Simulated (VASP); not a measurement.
# Cu (Fm-3m) in VASP: notebook

Runs on Cu. Level: PBEsol. Tasks: single point, relaxation of cell and atoms.

Program: VASP 6.6.1. These are calculated values, not measurements. Logs are shortened: lines on timing, memory, paths and dates and some standing lists are left out, and cuts for length are marked.

**1. The cell of the first run**

Symmetry: Fm-3m, No. 225, cubic system. The conventional cell has a = 3.563 Å, b = 3.563 Å, c = 3.563 Å, α = 90.00°, β = 90.00°, γ = 90.00°. Cu (site symmetry m-3m) has 12 Cu at 2.52 Å within 3.3 Å.

**2. Single point, PBEsol**

INCAR

```
ALGO = Normal
EDIFF = 1E-6
ENCUT = 520
GGA = PS
ISIF = 2
ISMEAR = -1
LASPH = True
LCHARG = False
LREAL = False
LWAVE = False
NBANDS = 12
NELM = 80
PREC = Accurate
SIGMA = 0.05
```

KPOINTS

```
k-points
0
Gamma
  21 21 21
```

POSCAR

```
Cu
1.0
    0.0000000000      1.7813982731      1.7813982731
    1.7813982731      0.0000000000      1.7813982731
    1.7813982731      1.7813982731      0.0000000000
Cu
1
Direct
    0.0000000000      0.0000000000      0.0000000000
```

Potentials or basis: VASP PAW PBE potentials, release 64 (Cu).

On the command line:

```
cat potpaw_PBE.64/Cu/POTCAR > POTCAR
mpirun -np 1 vasp_std > vasp.out
```

OUTCAR:

```text
EDIFF = 1E-6
   ENCUT = 520
   GGA = PS
   ISIF = 2
   ISMEAR = -1
   LASPH = True
   LREAL = False
   NELM = 80
   PREC = Accurate

 ion  position               nearest neighbor table
   1  0.000  0.000  0.000-

  LATTYP: Found a face centered cubic cell.
 ALAT       =     3.5627965462

  Lattice vectors:

 A1 = (   0.0000000000,   1.7813982731,   1.7813982731)
 A2 = (   1.7813982731,   0.0000000000,   1.7813982731)
 A3 = (   1.7813982731,   1.7813982731,   0.0000000000)

Analysis of symmetry for initial positions (statically):
=====================================================================
 Subroutine PRICEL returns:
 Original cell was already a primitive cell.

 Routine SETGRP: Setting up the symmetry group for a
 face centered cubic supercell.

 Subroutine GETGRP returns: Found 48 space group operations
[... 9 lines left out ...]

 Routine SETGRP: Setting up the symmetry group for a
 face centered cubic supercell.

 Subroutine GETGRP returns: Found 48 space group operations
[... 11 lines left out ...]
                                     Primitive cell

  volume of cell :      11.3061

  direct lattice vectors                    reciprocal lattice vectors
     0.000000000  1.781398273  1.781398273    -0.280678390  0.280678390  0.280678390
     1.781398273  0.000000000  1.781398273     0.280678390 -0.280678390  0.280678390
     1.781398273  1.781398273  0.000000000     0.280678390  0.280678390 -0.280678390

  length of vectors
     2.519277598  2.519277598  2.519277598     0.486149233  0.486149233  0.486149233

  position of ions in fractional coordinates (direct lattice)
     0.000000000  0.000000000  0.000000000

  ion indices of the primitive-cell ions
   primitive index   ion index
                 1           1

----------------------------------------------------------------------------------------

 KPOINTS: k-points

Automatic generation of k-mesh.
 Grid dimensions read from file:
 generate k-points for:   21   21   21

 Generating k-lattice:

  Cartesian coordinates                     Fractional coordinates (reciprocal lattice)
    -0.013365638  0.013365638  0.013365638     0.047619048  0.000000000  0.000000000
     0.013365638 -0.013365638  0.013365638     0.000000000  0.047619048  0.000000000
     0.013365638  0.013365638 -0.013365638     0.000000000  0.000000000  0.047619048

  Length of vectors
     0.023149963  0.023149963  0.023149963

  Shift w.r.t. Gamma in fractional coordinates (k-lattice)
     0.000000000  0.000000000  0.000000000

 Subroutine IBZKPT returns following result:
 ===========================================

 Found    286 irreducible k-points:

 Following reciprocal coordinates:
            Coordinates               Weight
  0.000000  0.000000  0.000000      1.000000
  0.047619  0.000000  0.000000      8.000000
  0.095238  0.000000  0.000000      8.000000
  0.142857  0.000000  0.000000      8.000000
  0.190476  0.000000  0.000000      8.000000
  0.238095  0.000000  0.000000      8.000000
[... 16 lines left out ...]
 -0.428571  0.047619  0.000000     24.000000
 -0.380952  0.047619  0.000000     24.000000
 [... further k-points ...]
   k-points           NKPTS =    286   k-points in BZ     NKDIM =    286   number of bands    NBANDS=     12
   number of dos      NEDOS =    301   number of ions     NIONS =      1
   total plane-waves  NPLWV =   8000
   dimension x,y,z NGX =    20 NGY =   20 NGZ =   20
   dimension x,y,z NGXF=    40 NGYF=   40 NGZF=   40
   ions per type =               1
   NGX,Y,Z   is equivalent  to a cutoff of  13.20, 13.20, 13.20 a.u.
   NGXF,Y,Z  is equivalent  to a cutoff of  26.40, 26.40, 26.40 a.u.
 SYSTEM =  unknown system
   PREC   = accura    normal or accurate (medium, high low for compatibility)
   ISTART =      0    job   : 0-new  1-cont  2-samecut
   ICHARG =      2    charge: 1-file 2-atom 10-const
   ISPIN  =      1    spin polarized calculation?
   LNONCOLLINEAR =      F non collinear calculations
   LSORBIT =      F    spin-orbit coupling
   LASPH  =      T    aspherical Exc in radial PAW
   ENCUT  =  520.0 eV  38.22 Ry    6.18 a.u.   4.68  4.68  4.68*2*pi/ulx,y,z
   NELM   =     80;   NELMIN=  2; NELMDL= -5     # of ELM steps
   EDIFF  = 0.1E-05   stopping-criterion for ELM
   LREAL  =      F    real-space projection
   EDIFFG = 0.1E-04   stopping-criterion for IOM
   NSW    =      0    number of steps for IOM
   IBRION =     -1    ionic relax: 0-MD 1-quasi-New 2-CG
   NFREE  =      0    steps in history (QN), initial steepest desc. (CG)
   ISIF   =      2    stress and relaxation
   ISYM   =      2    0-nonsym 1-usesym 2-fastsym
   POTIM  = 0.5000    time-step for ionic-motion
   TEBEG  =    0.0;   TEEND  =   0.0 temperature during run
   PSTRESS=    0.0 pullay stress
   NELECT =      11.0000    total number of electrons
   NUPDOWN=      -1.0000    fix difference up-down
   EMIN   =  10.00;   EMAX   =-10.00  energy-range for DOS
[... 5 lines left out ...]
     AMIX     =   0.40;   BMIX     =  1.00
     AMIX_MAG =   1.60;   BMIX_MAG =  1.00
  volume/ion in A,a.u.               =      11.31        76.30
  Fermi-wavevector in a.u.,A,eV,Ry     =   1.622189  3.065492 35.803678  2.631496
  Thomas-Fermi vector in A             =   2.715842
   LORBIT       =      0    0 simple, 1 ext, 2 COOP (PROOUT), +10 PAW based schemes
   GGA     = PS    functional components
   LHFCALC =     F    Hartree Fock is set to
   AEXX    =    0.0000 exact exchange contribution
   IVDW    =     0    specifies the selected vdW correction
   LEPSILON=     F    determine dielectric tensor
   LRPA    =     F    only Hartree local field effects (RPA)
 non-spin polarized calculation
  energy-cutoff  :      520.00
  volume of cell :       11.31
 maximum number of plane-waves:       316
   NGX =  9   NGY =  9   NGZ =  9

 number of electron      11.0000013 magnetization

 Free energy of the ion-electron system (eV)
  ---------------------------------------------------
  ext. energy  EPLUGINS =         0.00000000
  ---------------------------------------------------
  free energy    TOTEN  =        -4.30845735 eV

  energy without entropy =       -4.30543885  energy(sigma->0) =       -4.30694810

 E-fermi :   7.9920     XC(G=0): -13.1651

 val. band max:        7.9918039987   @ k =  -0.3333   0.1905   0.0000
 cond. band min:       8.0053585200   @ k =  -0.3333   0.1905   0.0476
 fundamental gap:      0.0135545213
 Fermi energy:         7.9920065817

 k-point     1 :       0.0000    0.0000    0.0000
  band No.  band energies     occupation
      1      -1.7758      2.00000
      2       4.7828      2.00000
      3       4.7828      2.00000
      4       4.7828      2.00000
      5       5.6727      2.00000
      6       5.6727      2.00000
      7      30.8833      0.00000
      8      33.8385      0.00000
      9      33.8385      0.00000
     10      33.8385      0.00000
     11      36.3567      0.00000
     12      36.3567      0.00000

 k-point     2 :       0.0476    0.0000    0.0000
  band No.  band energies     occupation
      1      -1.6905      2.00000
      2       4.7635      2.00000
      3       4.7997      2.00000
      4       4.7997      2.00000
      5       5.6657      2.00000
      6       5.6657      2.00000
      7      30.4799      0.00000
      8      32.6075      0.00000
      9      33.5532      0.00000
     10      33.5532      0.00000
     11      36.7594      0.00000
     12      36.7594      0.00000

 k-point     3 :       0.0952    0.0000    0.0000
  band No.  band energies     occupation
      1      -1.4365      2.00000
      2       4.7098      2.00000
      3       4.8458      2.00000
      4       4.8458      2.00000
      5       5.6495      2.00000
      6       5.6495      2.00000
      7      28.7135      0.00000
      8      31.7906      0.00000
      9      32.9876      0.00000
     10      32.9876      0.00000
     11      37.6474      0.00000
     12      37.6474      0.00000

 k-point     4 :       0.1429    0.0000    0.0000
  band No.  band energies     occupation
      1      -1.0209      2.00000
      2       4.6334      2.00000
      3       4.9050      2.00000
      4       4.9050      2.00000
      5       5.6390      2.00000
      6       5.6390      2.00000
      7      26.2694      0.00000
      8      31.5198      0.00000
      9      32.4111      0.00000
     10      32.4111      0.00000
     11      38.2020      0.00000
     12      38.5485      0.00000

 k-point     5 :       0.1905    0.0000    0.0000
  band No.  band energies     occupation
      1      -0.4581      2.00000
      2       4.5547      2.00000
      3       4.9501      2.00000
      4       4.9501      2.00000
      5       5.6594      2.00000
      6       5.6594      2.00000
      7      23.7658      0.00000
      8      31.2549      0.00000
      9      31.9037      0.00000
     10      31.9037      0.00000
     11      38.1952      0.00000
     12      38.4648      0.00000

 k-point     6 :       0.2381    0.0000    0.0000
  band No.  band energies     occupation
      1       0.2242      2.00000
      2       4.5064      2.00000
      3       4.9562      2.00000
      4       4.9562      2.00000
      5       5.7321      2.00000
      6       5.7321      2.00000
      7      21.3284      0.00000
      8      30.9088      0.00000
      9      31.4863      0.00000
     10      31.4863      0.00000
     11      37.4145      0.00000
     12      37.4145      0.00000

 k-point     7 :       0.2857    0.0000    0.0000
  band No.  band energies     occupation
      1       0.9716      2.00000
      2       4.5431      2.00000
      3       4.9232      2.00000
      4       4.9232      2.00000
      5       5.8510      2.00000
      6       5.8510      2.00000
      7      19.0019      0.00000
      8      30.5063      0.00000
      9      31.1621      0.00000
     10      31.1621      0.00000
     11      36.2896      0.00000
     12      36.2896      0.00000

 k-point     8 :       0.3333    0.0000    0.0000
  band No.  band energies     occupation
      1       1.6793      2.00000
      2       4.7590      2.00000
      3       4.8705      2.00000
      4       4.8705      2.00000
      5       5.9894      2.00000
      6       5.9894      2.00000
      7      16.8213      0.00000
      8      30.1041      0.00000
      9      30.9277      0.00000
     10      30.9277      0.00000
     11      35.2988      0.00000
     12      35.2988      0.00000
[... 166 lines left out ...]
 k-point    20 :       0.4286    0.0476    0.0000
  band No.  band energies     occupation
      1       2.4657      2.00000
      2       4.7533      2.00000
      3       4.8194      2.00000
      4       5.4594      2.00000
      5       6.2333      2.00000
      6       6.4847      2.00000
      7      13.7166      0.00000
      8      29.0813      0.00000
      9      29.5051      0.00000
     10      30.6553      0.00000
     11      34.5023      0.00000
     12      35.2953      0.00000

 k-point    21 :       0.4762    0.0476    0.0000
  band No.  band energies     occupation
      1       2.6183      2.00000
      2       4.7238      2.00000
      3       4.7873      2.00000
      4       5.8226      2.00000
      5       6.2782      2.00000
      6       6.9863      2.00000
      7      12.3656      0.00000
      8      28.8439      0.00000
      9      29.7396      0.00000
     10      30.2006      0.00000
     11      34.5455      0.00000
     12      34.6831      0.00000

 k-point    22 :      -0.4762    0.0476    0.0000
  band No.  band energies     occupation
      1       2.6502      2.00000
      2       4.7189      2.00000
      3       4.7763      2.00000
      4       5.9172      2.00000
      5       6.2696      2.00000
      6       7.2153      2.00000
      7      11.9478      0.00000
      8      28.6159      0.00000
      9      30.0124      0.00000
     10      30.1361      0.00000
     11      34.2354      0.00000
     12      34.7329      0.00000

 k-point    23 :      -0.4286    0.0476    0.0000
  band No.  band energies     occupation
      1       2.5843      2.00000
      2       4.7388      2.00000
      3       4.7884      2.00000
      4       5.7667      2.00000
      5       6.2070      2.00000
      6       6.8414      2.00000
      7      12.7429      0.00000
      8      28.4283      0.00000
      9      30.0749      0.00000
     10      30.6834      0.00000
     11      33.9634      0.00000
     12      35.0529      0.00000

 k-point    24 :      -0.3810    0.0476    0.0000
  band No.  band energies     occupation
      1       2.3753      2.00000
      2       4.7802      2.00000
      3       4.8225      2.00000
      4       5.3077      2.00000
      5       6.0978      2.00000
      6       6.4416      2.00000
      7      14.2837      0.00000
      8      28.3284      0.00000
      9      30.3366      0.00000
     10      31.3424      0.00000
     11      33.8995      0.00000
     12      35.4793      0.00000

 [... further k-points ...]
[... 5 lines left out ...]
  --------------------------------------------------------------------------------------
  -------------------------------------------------------------------------------------
  Total        0.0540713      0.0540713      0.0540713     -0.0000000      0.0000000      0.0000000
  in kB        7.6623948      7.6623948      7.6623948     -0.0000000      0.0000000      0.0000000
  external PRESSURE =       7.6623948 kB  Pullay stress =       0.0000000 kB

 VOLUME and BASIS-vectors are now :
 -----------------------------------------------------------------------------
  energy-cutoff  :      520.00
  volume of cell :       11.31
      direct lattice vectors                 reciprocal lattice vectors
     0.000000000  1.781398273  1.781398273    -0.280678390  0.280678390  0.280678390
     1.781398273  0.000000000  1.781398273     0.280678390 -0.280678390  0.280678390
     1.781398273  1.781398273  0.000000000     0.280678390  0.280678390 -0.280678390

 POSITION                                       TOTAL-FORCE (eV/Angst)
 -----------------------------------------------------------------------------------
      0.00000      0.00000      0.00000        -0.000000      0.000000     -0.000000
 -----------------------------------------------------------------------------------
    total drift:                                0.000000      0.000000      0.000000

  FREE ENERGIE OF THE ION-ELECTRON SYSTEM (eV)
  ---------------------------------------------------
  free  energy   TOTEN  =        -4.3084573529 eV

  energy  without entropy=       -4.3054388507  energy(sigma->0) =       -4.30694810
```

Run time: 29 s. Hardware: 1 thread of Intel Xeon 6975P-C, shared host; peak memory 0.15 GiB.

Results:

| Property | Result |
| --- | --- |
| Free energy | -4.3085 eV |
| Pressure | 0.8 GPa |

Levels at points of the mesh, in eV from the Fermi level:
```
           k point  band 4  band 5  band 6  band 7  band 8  band 9
(0.00, 0.00, 0.00)   -3.21   -2.32   -2.32   22.89   25.85   25.85
```

Caveat: the PAW data sets were made with another functional, which shifts forces and pressure a little.

**3. Single point, PBEsol**

This run uses another cell than the first one: it holds 2 atoms, not 1.

INCAR

```
  ALGO = Normal
  EDIFF = 1E-6
  ENCUT = 520
  GGA = PS
  ISIF = 2
  ISMEAR = -1
  LASPH = True
  LCHARG = False
  LREAL = False
  LWAVE = False
  NBANDS = 18
  NELM = 80
  PREC = Accurate
  SIGMA = 0.05
```

KPOINTS

```
k-points
0
Gamma
  14 14 10
```

POSCAR

```
Cu
1.0
    1.7813982731      1.7813982731      0.0000000000
   -1.7813982731      1.7813982731      0.0000000000
    0.0000000000      0.0000000000      3.5627965462
Cu
2
Direct
    0.0000000000      0.0000000000      0.0000000000
    0.5000000000      0.5000000000      0.5000000000
```

Potentials or basis: VASP PAW PBE potentials, release 64 (Cu).

On the command line:

```
cat potpaw_PBE.64/Cu/POTCAR > POTCAR
mpirun -np 1 vasp_std > vasp.out
```

Run time: 50 s. Hardware: 1 thread of Intel Xeon 6975P-C, shared host; peak memory 0.19 GiB.

It converged, with:

```
Free energy            : -8.6194 eV
Pressure               : 0.8 GPa
Band gap on the k mesh : zero (band 11 reaches 14.29 eV, above the bottom of band 12 at 5.97 eV)
```

Levels at points of the mesh, in eV from the Fermi level:
| k point | band 8 | band 9 | band 10 | band 11 | band 12 | band 13 | band 14 | band 15 |
| --- | --- | --- | --- | --- | --- | --- | --- | --- |
| (0.00, 0.00, 0.00) | -2.28 | -1.69 | -1.53 | -1.53 | 1.41 | 7.40 | 13.36 | 13.36 |
| (0.50, 0.00, 0.00) | -2.64 | -2.29 | -2.29 | -0.30 | -0.30 | 9.95 | 9.95 | 11.23 |
| (0.50, 0.50, 0.00) | -1.53 | -1.53 | -1.53 | 1.41 | 1.41 | 7.39 | 7.39 | 13.36 |
| (0.00, 0.00, 0.50) | -2.47 | -2.47 | -2.47 | -1.99 | -1.99 | 17.53 | 17.53 | 17.53 |
| (0.50, 0.00, 0.50) | -1.68 | -1.68 | -1.68 | -1.18 | -1.18 | 3.95 | 3.95 | 21.39 |
| (0.50, 0.50, 0.50) | -2.33 | -1.53 | -1.53 | 6.33 | 6.33 | 6.33 | 6.33 | 8.49 |

Caveat: the PAW data sets were made with another functional, which shifts forces and pressure a little.

**4. Relaxation of cell and atoms, PBEsol**

This run uses another cell than the first one, of 11.81 Å³/atom, 1.045 times its volume.

INCAR

```
PREC = Accurate ; ENCUT = 600
EDIFF = 1E-7 ; ISMEAR = -1
SIGMA = 0.05 ; LREAL = F
LASPH = T ; NELM = 60
ALGO = Normal ; ISIF = 3
LWAVE = F ; LCHARG = F
GGA = PS ; IBRION = 2
NSW = 60 ; EDIFFG = -0.005
```

KPOINTS

```
Automatic mesh
0
Gamma
  21 21 21
```

POSCAR

```
Cu
1.0
    0.0000000000      1.8074791684      1.8074791684
    1.8074791684      0.0000000000      1.8074791684
    1.8074791684      1.8074791684      0.0000000000
Cu
1
Direct
    0.0000000000      0.0000000000      0.0000000000
```

On the command line:

```
cat potpaw_PBE.64/Cu/POTCAR > POTCAR
mpirun -np 1 vasp_std > vasp.out
```

Wall time 57 s (1 thread of Intel Xeon 6975P-C, shared host); peak memory 0.16 GiB.

The run converged. Its results:

```yaml
Free_energy: -4.3089 eV
Relaxed_volume: 11.36 Å³/atom
Relaxed_cell: a = 2.523 Å, b = 2.523 Å, c = 2.523 Å, α = 60.00°, β = 60.00°, γ = 60.00°
Space_group_after_relaxing_to_0.05_Å: Fm-3m (No. 225)
Energy_gained_by_relaxing: 8.5 meV/atom
Ionic_steps: 3
Pressure_after_relaxing: 0.0 GPa
```

The path:
| step | energy change (eV) | largest force (eV/Å) | pressure (GPa) | volume (Å³) |
| --- | --- | --- | --- | --- |
| 1 | 0.0000 | 0.0000 | -5.79 | 11.81 |
| 2 | -0.0052 | 0.0000 | 4.08 | 11.10 |
| 3 | -0.0085 | 0.0000 | 0.00 | 11.36 |

Final structure:
```
Cu
1.0
     0.00000    1.78417    1.78417
     1.78417    0.00000    1.78417
     1.78417    1.78417    0.00000
Cu
1
Cartesian
  0.0000 0.0000 0.0000
```

Levels at points of the mesh, in eV from the Fermi level:
```csv
k point,band 4,band 5,band 6,band 7,band 8,band 9
"(0.00, 0.00, 0.00)",-3.19,-2.31,-2.31,22.86,25.77,25.77
```

Caveat: the PAW data sets were made with another functional, which shifts forces and pressure a little.

**5. Overview**

| task | cell | k mesh | cutoff (eV) | gap on the mesh (eV) | pressure (GPa) |
| --- | --- | --- | --- | --- | --- |
| single point | a = 2.519 Å, angles 60.0°, 1 atom | 21 × 21 × 21 | 520 | none | 0.8 |
| single point | a = 2.519, b = 2.519, c = 3.563 Å, 2 atoms | 14 × 14 × 10 | 520 | none | 0.8 |
| relaxation of cell and atoms | relaxed from a = 2.556 Å, angles 60.0°, 1 atom | 21 × 21 × 21 | 600 | none | 0.0 |

Alike in all rows: level PBEsol; potentials or basis VASP PAW PBE potentials, release 64 (Cu); no spin polarisation; smearing fermi-dirac 0.05 eV.

Caveats: the PAW data sets were made with another functional, which shifts forces and pressure a little.

Total energies depend on the potentials used, so only differences within one code and one set of settings carry meaning.
